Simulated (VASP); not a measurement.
# ScAl3 (Pm-3m) in VASP: a series of runs

ScAl3 is run at these levels: PBEsol; tasks: single point.

Everything below comes from runs of VASP 6.6.1. Logs are shortened: lines on timing, memory, paths and dates and some standing lists are left out, and cuts for length are marked.

### 1 The cell of the first run

The structure is cubic, space group Pm-3m (No. 221). Conventional cell: a = 4.115 Å, b = 4.115 Å, c = 4.115 Å, α = 90.00°, β = 90.00°, γ = 90.00°. Sc (site symmetry m-3m) has 12 Al at 2.91 Å within 3.8 Å. Within 3.8 Å of Al (site symmetry 4/mmm) lie 4 Sc at 2.91 Å and 8 Al at 2.91 Å.

### 2 Single point, PBEsol

Input file INCAR:

```
ALGO     = Normal         # electronic algorithm
EDIFF    = 1E-6           # SCF threshold, eV
ENCUT    = 520            # plane-wave cutoff, eV
GGA      = PS             # functional
ISIF     = 2              # what is computed and relaxed
ISMEAR   = -1             # smearing method
LASPH    = True           # aspherical terms in the spheres
LCHARG   = False          # write CHGCAR
LREAL    = False          # projectors in reciprocal space
LWAVE    = False          # write WAVECAR
NBANDS   = 18             # bands
NELM     = 60             # most SCF steps
PREC     = Accurate       # precision mode
SIGMA    = 0.1            # smearing width, eV
```

Input file KPOINTS:

```
k-points
0
Gamma
  7 7 7
```

Input file POSCAR:

```
ScAl3
1.0
    4.1148793585      0.0000000000      0.0000000000
    0.0000000000      4.1148793585      0.0000000000
    0.0000000000      0.0000000000      4.1148793585
Sc Al
1 3
Direct
    0.0000000000      0.0000000000      0.0000000000
    0.5000000000      0.0000000000      0.5000000000
    0.0000000000      0.5000000000      0.5000000000
    0.5000000000      0.5000000000      0.0000000000
```

Potentials or basis: VASP PAW PBE potentials, release 64 (Sc_sv, Al).

Command:

```bash
cat potpaw_PBE.64/Sc_sv/POTCAR potpaw_PBE.64/Al/POTCAR > POTCAR
mpirun -np 1 vasp_std > vasp.out
```

OUTCAR:

```text
EDIFF = 1E-6
   ENCUT = 520
   GGA = PS
   ISIF = 2
   ISMEAR = -1
   LASPH = True
   LREAL = False
   NELM = 60
   PREC = Accurate

 ion  position               nearest neighbor table
   1  0.000  0.000  0.000-   2 2.91   3 2.91   4 2.91   2 2.91   3 2.91   3 2.91   4 2.91   3 2.91
                             2 2.91   4 2.91   2 2.91   4 2.91
   2  0.500  0.000  0.500-   1 2.91   3 2.91   4 2.91   1 2.91   4 2.91   3 2.91   4 2.91   4 2.91
                             1 2.91   3 2.91   1 2.91   3 2.91
   3  0.000  0.500  0.500-   1 2.91   2 2.91   4 2.91   1 2.91   4 2.91   1 2.91   2 2.91   1 2.91
                             2 2.91   4 2.91   4 2.91   2 2.91
   4  0.500  0.500  0.000-   1 2.91   2 2.91   3 2.91   2 2.91   3 2.91   1 2.91   2 2.91   2 2.91
                             1 2.91   3 2.91   3 2.91   1 2.91

  LATTYP: Found a simple cubic cell.
 ALAT       =     4.1148793585

  Lattice vectors:

 A1 = (   4.1148793585,   0.0000000000,   0.0000000000)
 A2 = (   0.0000000000,   4.1148793585,   0.0000000000)
 A3 = (   0.0000000000,   0.0000000000,   4.1148793585)

Analysis of symmetry for initial positions (statically):
=====================================================================
 Subroutine PRICEL returns:
 Original cell was already a primitive cell.

 Routine SETGRP: Setting up the symmetry group for a
 simple cubic supercell.

 Subroutine GETGRP returns: Found 48 space group operations
 (whereof 48 operations were pure point group operations)
 out of a pool of 48 trial point group operations.

The static configuration has the point symmetry O_h .

Analysis of symmetry for dynamics (positions and initial velocities):
=====================================================================
 Subroutine PRICEL returns:
 Original cell was already a primitive cell.

 Routine SETGRP: Setting up the symmetry group for a
 simple cubic supercell.

 Subroutine GETGRP returns: Found 48 space group operations
 (whereof 48 operations were pure point group operations)
 out of a pool of 48 trial point group operations.

The dynamic configuration has the point symmetry O_h .

 Subroutine INISYM returns: Found 48 space group operations
 (whereof 48 operations are pure point group operations),
 and found     1 'primitive' translations

----------------------------------------------------------------------------------------

                                     Primitive cell

  volume of cell :      69.6741

  direct lattice vectors                    reciprocal lattice vectors
     4.114879358  0.000000000  0.000000000     0.243020490  0.000000000  0.000000000
     0.000000000  4.114879358  0.000000000     0.000000000  0.243020490  0.000000000
     0.000000000  0.000000000  4.114879358     0.000000000  0.000000000  0.243020490

  length of vectors
     4.114879358  4.114879358  4.114879358     0.243020490  0.243020490  0.243020490

  position of ions in fractional coordinates (direct lattice)
     0.000000000  0.000000000  0.000000000
     0.500000000  0.000000000  0.500000000
     0.000000000  0.500000000  0.500000000
     0.500000000  0.500000000  0.000000000

  ion indices of the primitive-cell ions
   primitive index   ion index
                 1           1
                 2           2
                 3           3
                 4           4

----------------------------------------------------------------------------------------

 KPOINTS: k-points

Automatic generation of k-mesh.
 Grid dimensions read from file:
 generate k-points for:    7    7    7

 Generating k-lattice:

  Cartesian coordinates                     Fractional coordinates (reciprocal lattice)
     0.034717213  0.000000000  0.000000000     0.142857143  0.000000000  0.000000000
     0.000000000  0.034717213  0.000000000     0.000000000  0.142857143  0.000000000
     0.000000000  0.000000000  0.034717213     0.000000000  0.000000000  0.142857143

  Length of vectors
     0.034717213  0.034717213  0.034717213

  Shift w.r.t. Gamma in fractional coordinates (k-lattice)
     0.000000000  0.000000000  0.000000000

 Subroutine IBZKPT returns following result:
 ===========================================

 Found     20 irreducible k-points:

 Following reciprocal coordinates:
            Coordinates               Weight
  0.000000  0.000000  0.000000      1.000000
  0.142857  0.000000  0.000000      6.000000
  0.285714  0.000000  0.000000      6.000000
  0.428571  0.000000  0.000000      6.000000
  0.142857  0.142857  0.000000     12.000000
  0.285714  0.142857  0.000000     24.000000
[... 12 lines left out ...]
  0.428571  0.428571  0.285714     24.000000
  0.428571  0.428571  0.428571      8.000000
   k-points           NKPTS =     20   k-points in BZ     NKDIM =     20   number of bands    NBANDS=     18
   number of dos      NEDOS =    301   number of ions     NIONS =      4
   total plane-waves  NPLWV =  32768
   dimension x,y,z NGX =    32 NGY =   32 NGZ =   32
   dimension x,y,z NGXF=    64 NGYF=   64 NGZF=   64
   ions per type =               1   3
   NGX,Y,Z   is equivalent  to a cutoff of  12.93, 12.93, 12.93 a.u.
   NGXF,Y,Z  is equivalent  to a cutoff of  25.86, 25.86, 25.86 a.u.
 SYSTEM =  unknown system
   PREC   = accura    normal or accurate (medium, high low for compatibility)
   ISTART =      0    job   : 0-new  1-cont  2-samecut
   ICHARG =      2    charge: 1-file 2-atom 10-const
   ISPIN  =      1    spin polarized calculation?
   LNONCOLLINEAR =      F non collinear calculations
   LSORBIT =      F    spin-orbit coupling
   LASPH  =      T    aspherical Exc in radial PAW
   ENCUT  =  520.0 eV  38.22 Ry    6.18 a.u.   7.65  7.65  7.65*2*pi/ulx,y,z
   NELM   =     60;   NELMIN=  2; NELMDL= -5     # of ELM steps
   EDIFF  = 0.1E-05   stopping-criterion for ELM
   LREAL  =      F    real-space projection
   EDIFFG = 0.1E-04   stopping-criterion for IOM
   NSW    =      0    number of steps for IOM
   IBRION =     -1    ionic relax: 0-MD 1-quasi-New 2-CG
   NFREE  =      0    steps in history (QN), initial steepest desc. (CG)
   ISIF   =      2    stress and relaxation
   ISYM   =      2    0-nonsym 1-usesym 2-fastsym
   POTIM  = 0.5000    time-step for ionic-motion
   TEBEG  =    0.0;   TEEND  =   0.0 temperature during run
   PSTRESS=    0.0 pullay stress
   NELECT =      20.0000    total number of electrons
   NUPDOWN=      -1.0000    fix difference up-down
   EMIN   =  10.00;   EMAX   =-10.00  energy-range for DOS
   EFERMI =   0.00;   METHOD = LEGACY
   ISMEAR =    -1;   SIGMA  =   0.10  broadening in eV -4-tet -1-fermi 0-gaus
   EFERMI_NEDOS =   21; number of points for ismear=-14 and -15
   IALGO  =     38    algorithm
   IMIX   =      4    mixing-type and parameters
     AMIX     =   0.40;   BMIX     =  1.00
     AMIX_MAG =   1.60;   BMIX_MAG =  1.00
  volume/ion in A,a.u.               =      17.42       117.55
  Fermi-wavevector in a.u.,A,eV,Ry     =   1.079927  2.040766 15.867689  1.166242
  Thomas-Fermi vector in A             =   2.215905
   LORBIT       =      0    0 simple, 1 ext, 2 COOP (PROOUT), +10 PAW based schemes
   GGA     = PS    functional components
   LHFCALC =     F    Hartree Fock is set to
   AEXX    =    0.0000 exact exchange contribution
   IVDW    =     0    specifies the selected vdW correction
   LEPSILON=     F    determine dielectric tensor
   LRPA    =     F    only Hartree local field effects (RPA)
 non-spin polarized calculation
  energy-cutoff  :      520.00
  volume of cell :       69.67
 maximum number of plane-waves:      1891
 NGX is ok and might be reduce to    32
   NGX = 15   NGY = 15   NGZ = 15

 number of electron      19.9999995 magnetization

 Free energy of the ion-electron system (eV)
  ---------------------------------------------------
  ext. energy  EPLUGINS =         0.00000000
  ---------------------------------------------------
  free energy    TOTEN  =       -20.77109782 eV

  energy without entropy =      -20.72586835  energy(sigma->0) =      -20.74848308

 E-fermi :   6.9695     XC(G=0): -10.4219

 val. band max:        6.9415082868   @ k =   0.2857   0.0000   0.0000
 cond. band min:       7.0358196160   @ k =   0.2857   0.2857   0.0000
 fundamental gap:      0.0943113293
 Fermi energy:         6.9694925707

 k-point     1 :       0.0000    0.0000    0.0000
  band No.  band energies     occupation
      1     -41.8025      2.00000
      2     -20.5930      2.00000
      3     -20.5930      2.00000
      4     -20.5930      2.00000
      5      -2.8908      2.00000
      6       4.4181      2.00000
[... 10 lines left out ...]
     17      12.2377      0.00000
     18      12.2377      0.00000

 k-point     2 :       0.1429    0.0000    0.0000
  band No.  band energies     occupation
      1     -41.8023      2.00000
      2     -20.5988      2.00000
      3     -20.5926      2.00000
      4     -20.5926      2.00000
      5      -2.7056      2.00000
      6       3.1744      2.00000
[... 10 lines left out ...]
     17      12.3142      0.00000
     18      12.3142      0.00000

 k-point     3 :       0.2857    0.0000    0.0000
  band No.  band energies     occupation
      1     -41.8018      2.00000
      2     -20.6116      2.00000
      3     -20.5916      2.00000
      4     -20.5916      2.00000
      5      -2.1625      2.00000
      6       1.5452      2.00000
[... 10 lines left out ...]
     17      11.7079      0.00000
     18      12.8196      0.00000

 k-point     4 :       0.4286    0.0000    0.0000
  band No.  band energies     occupation
      1     -41.8014      2.00000
      2     -20.6218      2.00000
      3     -20.5908      2.00000
      4     -20.5908      2.00000
      5      -1.3324      2.00000
      6       0.1346      2.00000
[... 291 lines left out ...]
      4     -20.6058      2.00000
      5      -0.0835      2.00000
      6       1.4044      2.00000
[... 10 lines left out ...]
     17      11.8973      0.00000
     18      13.0853      0.00000

 k-point    19 :       0.4286    0.4286    0.2857
  band No.  band energies     occupation
      1     -41.7997      2.00000
      2     -20.6156      2.00000
      3     -20.6154      2.00000
      4     -20.6050      2.00000
      5       0.6053      2.00000
      6       1.9182      2.00000
[... 10 lines left out ...]
     17      11.1558      0.00000
     18      14.1187      0.00000

 k-point    20 :       0.4286    0.4286    0.4286
  band No.  band energies     occupation
      1     -41.7993      2.00000
      2     -20.6143      2.00000
      3     -20.6141      2.00000
      4     -20.6141      2.00000
      5       1.3193      2.00000
      6       2.2799      2.00000
[... 10 lines left out ...]
     17      11.0157      0.00000
     18      16.2381      0.00000

------------------------ aborting loop because EDIFF is reached ----------------------------------------

  FORCE on cell =-STRESS in cart. coord.  units (eV):
  Direction    XX          YY          ZZ          XY          YZ          ZX
  --------------------------------------------------------------------------------------
  -------------------------------------------------------------------------------------
  Total       -1.1440310     -1.1440310     -1.1440310     -0.0000000     -0.0000000      0.0000000
  in kB      -26.3073466    -26.3073466    -26.3073466     -0.0000000     -0.0000000      0.0000000
  external PRESSURE =     -26.3073466 kB  Pullay stress =       0.0000000 kB

 VOLUME and BASIS-vectors are now :
 -----------------------------------------------------------------------------
  energy-cutoff  :      520.00
  volume of cell :       69.67
      direct lattice vectors                 reciprocal lattice vectors
     4.114879358  0.000000000  0.000000000     0.243020490  0.000000000  0.000000000
     0.000000000  4.114879358  0.000000000     0.000000000  0.243020490  0.000000000
     0.000000000  0.000000000  4.114879358     0.000000000  0.000000000  0.243020490

 POSITION                                       TOTAL-FORCE (eV/Angst)
 -----------------------------------------------------------------------------------
      0.00000      0.00000      0.00000         0.000000      0.000000      0.000000
      2.05744      0.00000      2.05744         0.000000      0.000000      0.000000
      0.00000      2.05744      2.05744         0.000000      0.000000      0.000000
      2.05744      2.05744      0.00000         0.000000      0.000000      0.000000
 -----------------------------------------------------------------------------------
    total drift:                                0.000000      0.000000      0.000000

  FREE ENERGIE OF THE ION-ELECTRON SYSTEM (eV)
  ---------------------------------------------------
  free  energy   TOTEN  =       -20.7710978215 eV

  energy  without entropy=      -20.7258683451  energy(sigma->0) =      -20.74848308
```

Run time: 13 s. Hardware: 1 thread of AMD EPYC 9R45 (Zen 5), shared host; peak memory 0.14 GiB.

What came out:

```
Free energy            : -20.7711 eV
Pressure               : -2.6 GPa
Band gap on the k mesh : zero (band 10 reaches 7.97 eV, above the bottom of band 11 at 4.38 eV)
```

Caveat: the PAW data sets were made with another functional, which shifts forces and pressure a little.

### 3 Single point, PBEsol

This run uses another cell than the first one, of 17.76 Å³/atom, 1.020 times its volume.

Input file INCAR:

```
SYSTEM = ScAl3
ALGO = Normal ; EDIFF = 1E-6
ENCUT = 520 ; GGA = PS
ISIF = 2 ; ISMEAR = -1
LASPH = .True. ; LCHARG = .False.
LREAL = .False. ; LWAVE = .False.
NBANDS = 18 ; NELM = 60
PREC = Accurate ; SIGMA = 0.1
```

Input file KPOINTS:

```
k-points
0
Gamma
  7 7 7
  0 0 0
```

Input file POSCAR:

```
ScAl3
1.0
    4.1416001031      0.0000000000      0.0000000000
    0.0000000000      4.1416001031      0.0000000000
    0.0000000000      0.0000000000      4.1416001031
Sc Al
1 3
Direct
    0.0000000000      0.0000000000      0.0000000000
    0.5000000000      0.0000000000      0.5000000000
    0.0000000000      0.5000000000      0.5000000000
    0.5000000000      0.5000000000      0.0000000000
```

Potentials or basis: VASP PAW PBE potentials, release 64 (Sc_sv, Al).

Command:

```bash
cat potpaw_PBE.64/Sc_sv/POTCAR potpaw_PBE.64/Al/POTCAR > POTCAR
mpirun -np 1 vasp_std > vasp.out
```

Run time: 13 s. Hardware: 1 thread of AMD EPYC 9R45 (Zen 5), shared host; peak memory 0.15 GiB.

It converged, with:

```yaml
Free_energy: -20.7426 eV
Pressure: -4.1 GPa
Band_gap_on_the_k_mesh: zero (band 10 reaches 7.70 eV, above the bottom of band 11 at 4.23 eV)
```

Levels at points of the mesh, in eV from the Fermi level:
```
           k point  band 8  band 9  band 10  band 11  band 12  band 13
(0.00, 0.00, 0.00)   -1.72   -1.72    -1.72     1.29     1.32     1.32
```

Caveat: the PAW data sets were made with another functional, which shifts forces and pressure a little.

(Continued in part 2 of 2.)
